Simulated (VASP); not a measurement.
# NbSnSe4 (C2/m) in VASP: single point with PBE

Aim: the single point of NbSnSe4 with PBE.

Everything below comes from runs of VASP 6.6.1. Logs are shortened: lines on timing, memory, paths and dates and some standing lists are left out, and cuts for length are marked.

**1. The cell of the first run**

Symmetry: C2/m, No. 12, monoclinic system. The conventional cell has a = 5.835 Å, b = 7.527 Å, c = 8.004 Å, α = 90.00°, β = 105.70°, γ = 90.00°. Nb (site symmetry 2/m) has 8 Se at 2.73 to 3.19 Å and 2 Sn at 2.92 Å within 3.6 Å. Sn (site symmetry 2/m) has 8 Se at 2.79 to 3.14 Å and 4 Nb at 2.92 to 3.76 Å within 3.8 Å. Within 3.7 Å of Se (site symmetry 1) lie 2 Nb at 2.73 to 3.19 Å and 2 Sn at 2.79 to 3.14 Å and 4 Se at 2.92 to 3.67 Å.

The cell was built from a structure type or drawn by symmetry, and may not be a known phase.

**2. Single point, PBE**

Input file INCAR:

```
PREC = Accurate
ENCUT = 500
EDIFF = 1E-6
ISMEAR = 0
SIGMA = 0.15
LREAL = False
LASPH = True
NELM = 120
ALGO = Normal
ISIF = 2
LWAVE = False
LCHARG = False
GGA = PE
NBANDS = 34
GGA_COMPAT = False
```

Input file KPOINTS:

```
regular mesh
0
Gamma
  3 3 2
```

Input file POSCAR:

```
NbSnSe4
1.0
    2.9161803734     -3.7633074592      0.0831174921
    2.9161803734      3.7633074592      0.0831174921
   -2.3840444104      0.0000000000      7.6412115084
Nb Sn Se
1 1 4
Direct
    0.0000000000      0.0000000000      0.5000000000
    0.5000000000      0.5000000000      0.5000000000
    0.3397825856      0.8528314361      0.2762607892
    0.1471685639      0.6602174144      0.7237392108
    0.6602174144      0.1471685639      0.7237392108
    0.8528314361      0.3397825856      0.2762607892
```

Potentials or basis: VASP PAW PBE potentials, release 64 (Nb_sv, Sn_d, Se).

The run is started by

```console
> cat potpaw_PBE.64/Nb_sv/POTCAR potpaw_PBE.64/Sn_d/POTCAR potpaw_PBE.64/Se/POTCAR > POTCAR
> mpirun -np 1 vasp_std > vasp.out
```

OUTCAR:

```text
PREC = Accurate
   ENCUT = 500
   EDIFF = 1E-6
   ISMEAR = 0
   LREAL = False
   LASPH = True
   NELM = 120
   ISIF = 2
   GGA = PE

 ion  position               nearest neighbor table
   1  0.000  0.000  0.500-   3 2.73   4 2.73   5 2.73   6 2.73   2 2.92   2 2.92
   2  0.500  0.500  0.500-   3 2.79   4 2.79   5 2.79   6 2.79   1 2.92   1 2.92   4 3.14   3 3.14
                             6 3.14   5 3.14
   3  0.340  0.853  0.276-   1 2.73   2 2.79   2 3.14
   4  0.147  0.660  0.724-   1 2.73   2 2.79   2 3.14
   5  0.660  0.147  0.724-   1 2.73   2 2.79   2 3.14
   6  0.853  0.340  0.276-   1 2.73   2 2.79   2 3.14

  LATTYP: Found a base centered monoclinic cell.
 ALAT       =     5.8347292954
 B/A-ratio  =     1.2899681437
 C/A-ratio  =     1.3718691398
 COS(beta)  =    -0.2705200716

  Lattice vectors:

 A1 = (   2.9161803734,  -3.7633074592,   0.0831174921)
 A2 = (   2.9161803734,   3.7633074592,   0.0831174921)
 A3 = (  -2.3840444104,   0.0000000000,   7.6412115084)

Analysis of symmetry for initial positions (statically):
=====================================================================
 Subroutine PRICEL returns:
 Original cell was already a primitive cell.

 Routine SETGRP: Setting up the symmetry group for a
 base centered monoclinic supercell.

 Subroutine GETGRP returns: Found  4 space group operations
 (whereof  4 operations were pure point group operations)
 out of a pool of  4 trial point group operations.

The static configuration has the point symmetry C_2h.

Analysis of symmetry for dynamics (positions and initial velocities):
=====================================================================
 Subroutine PRICEL returns:
 Original cell was already a primitive cell.

 Routine SETGRP: Setting up the symmetry group for a
 base centered monoclinic supercell.

 Subroutine GETGRP returns: Found  4 space group operations
 (whereof  4 operations were pure point group operations)
 out of a pool of  4 trial point group operations.

The dynamic configuration has the point symmetry C_2h.

 Subroutine INISYM returns: Found  4 space group operations
 (whereof  4 operations are pure point group operations),
 and found     1 'primitive' translations

----------------------------------------------------------------------------------------

                                     Primitive cell

  volume of cell :     169.2081

  direct lattice vectors                    reciprocal lattice vectors
     2.916180373 -3.763307459  0.083117492     0.169945893 -0.132861852  0.053022816
     2.916180373  3.763307459  0.083117492     0.169945893  0.132861852  0.053022816
    -2.384044410  0.000000000  7.641211508    -0.003697182  0.000000000  0.129715785

  length of vectors
     4.761669825  4.761669825  8.004485059     0.222138014  0.222138014  0.129768464

  position of ions in fractional coordinates (direct lattice)
     0.000000000  0.000000000  0.500000000
     0.500000000  0.500000000  0.500000000
     0.339782586  0.852831436  0.276260789
     0.147168564  0.660217414  0.723739211
     0.660217414  0.147168564  0.723739211
     0.852831436  0.339782586  0.276260789

  ion indices of the primitive-cell ions
   primitive index   ion index
                 1           1
                 2           2
                 3           3
                 4           4
                 5           5
                 6           6

----------------------------------------------------------------------------------------

 KPOINTS: regular mesh

Automatic generation of k-mesh.
 Grid dimensions read from file:
 generate k-points for:    3    3    2

 Generating k-lattice:

  Cartesian coordinates                     Fractional coordinates (reciprocal lattice)
     0.056648631 -0.044287284  0.017674272     0.333333333 -0.000000000  0.000000000
     0.056648631  0.044287284  0.017674272    -0.000000000  0.333333333  0.000000000
    -0.001848591  0.000000000  0.064857893     0.000000000  0.000000000  0.500000000

  Length of vectors
     0.074046005  0.074046005  0.064884232

  Shift w.r.t. Gamma in fractional coordinates (k-lattice)
     0.000000000  0.000000000  0.000000000

 Subroutine IBZKPT returns following result:
 ===========================================

 Found      8 irreducible k-points:

 Following reciprocal coordinates:
            Coordinates               Weight
  0.000000  0.000000  0.000000      1.000000
  0.333333 -0.000000  0.000000      4.000000
  0.333333  0.333333  0.000000      2.000000
 -0.333333  0.333333  0.000000      2.000000
  0.000000  0.000000  0.500000      1.000000
  0.333333 -0.000000  0.500000      4.000000
  0.333333  0.333333  0.500000      2.000000
 -0.333333  0.333333  0.500000      2.000000
   k-points           NKPTS =      8   k-points in BZ     NKDIM =      8   number of bands    NBANDS=     34
   number of dos      NEDOS =    301   number of ions     NIONS =      6
   total plane-waves  NPLWV =  77760
   dimension x,y,z NGX =    36 NGY =   36 NGZ =   60
   dimension x,y,z NGXF=    72 NGYF=   72 NGZF=  120
   ions per type =               1   1   4
   NGX,Y,Z   is equivalent  to a cutoff of  12.57, 12.57, 12.46 a.u.
   NGXF,Y,Z  is equivalent  to a cutoff of  25.14, 25.14, 24.92 a.u.
 SYSTEM =  unknown system
   PREC   = accura    normal or accurate (medium, high low for compatibility)
   ISTART =      0    job   : 0-new  1-cont  2-samecut
   ICHARG =      2    charge: 1-file 2-atom 10-const
   ISPIN  =      1    spin polarized calculation?
   LNONCOLLINEAR =      F non collinear calculations
   LSORBIT =      F    spin-orbit coupling
   LASPH  =      T    aspherical Exc in radial PAW
   ENCUT  =  500.0 eV  36.75 Ry    6.06 a.u.   8.68  8.68 14.59*2*pi/ulx,y,z
   NELM   =    120;   NELMIN=  2; NELMDL= -5     # of ELM steps
   EDIFF  = 0.1E-05   stopping-criterion for ELM
   LREAL  =      F    real-space projection
   EDIFFG = 0.1E-04   stopping-criterion for IOM
   NSW    =      0    number of steps for IOM
   IBRION =     -1    ionic relax: 0-MD 1-quasi-New 2-CG
   NFREE  =      0    steps in history (QN), initial steepest desc. (CG)
   ISIF   =      2    stress and relaxation
   ISYM   =      2    0-nonsym 1-usesym 2-fastsym
   POTIM  = 0.5000    time-step for ionic-motion
   TEBEG  =    0.0;   TEEND  =   0.0 temperature during run
   PSTRESS=    0.0 pullay stress
   NELECT =      51.0000    total number of electrons
   NUPDOWN=      -1.0000    fix difference up-down
   EMIN   =  10.00;   EMAX   =-10.00  energy-range for DOS
   EFERMI =   0.00;   METHOD = LEGACY
   ISMEAR =     0;   SIGMA  =   0.15  broadening in eV -4-tet -1-fermi 0-gaus
   EFERMI_NEDOS =   21; number of points for ismear=-14 and -15
   IALGO  =     38    algorithm
   IMIX   =      4    mixing-type and parameters
     AMIX     =   0.40;   BMIX     =  1.00
     AMIX_MAG =   1.60;   BMIX_MAG =  1.00
  volume/ion in A,a.u.               =      28.20       190.31
  Fermi-wavevector in a.u.,A,eV,Ry     =   1.097635  2.074229 16.392324  1.204802
  Thomas-Fermi vector in A             =   2.233998
   LORBIT       =      0    0 simple, 1 ext, 2 COOP (PROOUT), +10 PAW based schemes
   GGA     = PE    functional components
   LHFCALC =     F    Hartree Fock is set to
   AEXX    =    0.0000 exact exchange contribution
   IVDW    =     0    specifies the selected vdW correction
   LEPSILON=     F    determine dielectric tensor
   LRPA    =     F    only Hartree local field effects (RPA)
 non-spin polarized calculation
 Gauss-broadening in eV      SIGMA  =   0.15
  energy-cutoff  :      500.00
  volume of cell :      169.21
 maximum number of plane-waves:      4328
 NGX is ok and might be reduce to    36
   NGX = 17   NGY = 17   NGZ = 29

 number of electron      51.0000007 magnetization

 Free energy of the ion-electron system (eV)
  ---------------------------------------------------
  ext. energy  EPLUGINS =         0.00000000
  ---------------------------------------------------
  free energy    TOTEN  =       -28.80336238 eV

  energy without entropy =      -28.76526009  energy(sigma->0) =      -28.78431124

 E-fermi :   3.7503     XC(G=0):  -8.8284

 val. band max:        3.7211823456   @ k =   0.0000   0.0000   0.5000
 cond. band min:       3.8574007332   @ k =   0.3333  -0.0000   0.0000
 fundamental gap:      0.1362183875
 Fermi energy:         3.7502717743

 k-point     1 :       0.0000    0.0000    0.0000
  band No.  band energies     occupation
      1     -51.9891      2.00000
      2     -28.0947      2.00000
      3     -28.0434      2.00000
      4     -27.9244      2.00000
      5     -17.7416      2.00000
      6     -17.7125      2.00000
[... 26 lines left out ...]
     33       7.0598      0.00000
     34       7.2535      0.00000

 k-point     2 :       0.3333   -0.0000    0.0000
  band No.  band energies     occupation
      1     -51.9889      2.00000
      2     -28.0955      2.00000
      3     -28.0464      2.00000
      4     -27.9287      2.00000
      5     -17.7454      2.00000
      6     -17.7114      2.00000
[... 26 lines left out ...]
     33       7.6227      0.00000
     34       8.4196      0.00000

 k-point     3 :       0.3333    0.3333    0.0000
  band No.  band energies     occupation
      1     -51.9889      2.00000
      2     -28.0952      2.00000
      3     -28.0491      2.00000
      4     -27.9298      2.00000
      5     -17.7492      2.00000
      6     -17.7108      2.00000
[... 26 lines left out ...]
     33       8.1619      0.00000
     34       8.4258      0.00000

 k-point     4 :      -0.3333    0.3333    0.0000
  band No.  band energies     occupation
      1     -51.9889      2.00000
      2     -28.0941      2.00000
      3     -28.0491      2.00000
      4     -27.9266      2.00000
      5     -17.7493      2.00000
      6     -17.7108      2.00000
[... 26 lines left out ...]
     33       7.1499      0.00000
     34       8.5508      0.00000

 k-point     5 :       0.0000    0.0000    0.5000
  band No.  band energies     occupation
      1     -51.9891      2.00000
      2     -28.0947      2.00000
      3     -28.0434      2.00000
      4     -27.9244      2.00000
      5     -17.7417      2.00000
      6     -17.7125      2.00000
[... 26 lines left out ...]
     33       6.9226      0.00000
     34       7.2460      0.00000

 k-point     6 :       0.3333   -0.0000    0.5000
  band No.  band energies     occupation
      1     -51.9889      2.00000
      2     -28.0955      2.00000
      3     -28.0464      2.00000
      4     -27.9287      2.00000
      5     -17.7454      2.00000
      6     -17.7114      2.00000
[... 26 lines left out ...]
     33       7.8585      0.00000
     34       8.5502      0.00000

 k-point     7 :       0.3333    0.3333    0.5000
  band No.  band energies     occupation
      1     -51.9889      2.00000
      2     -28.0952      2.00000
      3     -28.0491      2.00000
      4     -27.9298      2.00000
      5     -17.7493      2.00000
      6     -17.7108      2.00000
[... 26 lines left out ...]
     33       8.1923      0.00000
     34       8.9296      0.00000

 k-point     8 :      -0.3333    0.3333    0.5000
  band No.  band energies     occupation
      1     -51.9889      2.00000
      2     -28.0941      2.00000
      3     -28.0490      2.00000
      4     -27.9266      2.00000
      5     -17.7493      2.00000
      6     -17.7108      2.00000
[... 26 lines left out ...]
     33       7.6222      0.00000
     34       8.2989      0.00000

------------------------ aborting loop because EDIFF is reached ----------------------------------------

  FORCE on cell =-STRESS in cart. coord.  units (eV):
  Direction    XX          YY          ZZ          XY          YZ          ZX
  --------------------------------------------------------------------------------------
  -------------------------------------------------------------------------------------
  Total        0.0755008     -0.1305967      0.0845500      0.0000000      0.0000000      0.1499644
  in kB        0.7148931     -1.2365779      0.8005770      0.0000000      0.0000000      1.4199647
  external PRESSURE =       0.0929641 kB  Pullay stress =       0.0000000 kB

 VOLUME and BASIS-vectors are now :
 -----------------------------------------------------------------------------
  energy-cutoff  :      500.00
  volume of cell :      169.21
      direct lattice vectors                 reciprocal lattice vectors
     2.916180373 -3.763307459  0.083117492     0.169945893 -0.132861852  0.053022816
     2.916180373  3.763307459  0.083117492     0.169945893  0.132861852  0.053022816
    -2.384044410  0.000000000  7.641211508    -0.003697182  0.000000000  0.129715785

 POSITION                                       TOTAL-FORCE (eV/Angst)
 -----------------------------------------------------------------------------------
     -1.19202      0.00000      3.82061         0.000000      0.000000      0.000000
      1.72416      0.00000      3.90372         0.000000      0.000000      0.000000
      2.81926      1.93076      2.21009        -0.024012     -0.012172      0.007153
      0.62906      1.93076      5.59735         0.024012     -0.012172     -0.007153
      0.62906     -1.93076      5.59735         0.024012      0.012172     -0.007153
      2.81926     -1.93076      2.21009        -0.024012      0.012172      0.007153
 -----------------------------------------------------------------------------------
    total drift:                                0.000000     -0.000000      0.000000

  FREE ENERGIE OF THE ION-ELECTRON SYSTEM (eV)
  ---------------------------------------------------
  free  energy   TOTEN  =       -28.8033623826 eV

  energy  without entropy=      -28.7652600920  energy(sigma->0) =      -28.78431124
```

Wall time 44 s (1 thread of Intel Xeon Platinum 8488C (Sapphire Rapids), shared host); peak memory 0.28 GiB.

Results:

```
Free energy            : -28.8034 eV
Pressure               : 0.0 GPa
Largest force          : 0.028 eV/Å
Band gap on the k mesh : zero (an odd number of electrons rules out a gap without spin polarisation)
```

Forces on the atoms (eV/Å):
```
Nb   0.000  0.000  0.000
Sn   0.000  0.000  0.000
Se  -0.024 -0.012  0.007
Se   0.024 -0.012 -0.007
Se   0.024  0.012 -0.007
Se  -0.024  0.012  0.007
```

Stress tensor (GPa, compression positive):
```
 0.07  0.00  0.14
 0.00 -0.12  0.00
 0.14  0.00  0.08
```

Levels at points of the mesh, in eV from the Fermi level:
| k point | band 22 | band 23 | band 24 | band 25 | band 26 | band 27 | band 28 | band 29 |
| --- | --- | --- | --- | --- | --- | --- | --- | --- |
| (0.00, 0.00, 0.00) | -2.04 | -1.95 | -0.72 | -0.09 | 0.60 | 0.91 | 1.69 | 1.77 |
| (0.00, 0.00, 0.50) | -2.36 | -2.12 | -0.38 | -0.03 | 0.62 | 0.85 | 1.71 | 1.99 |

Caveat: the k points lie up to 0.47 Å⁻¹ apart, too coarse for converged energies and pressures of a metal; spin-orbit coupling is left out, which moves the levels of the heavy elements; this functional lacks dispersion, which binds the layers, so the pressure and a relaxed spacing across them are unreliable.
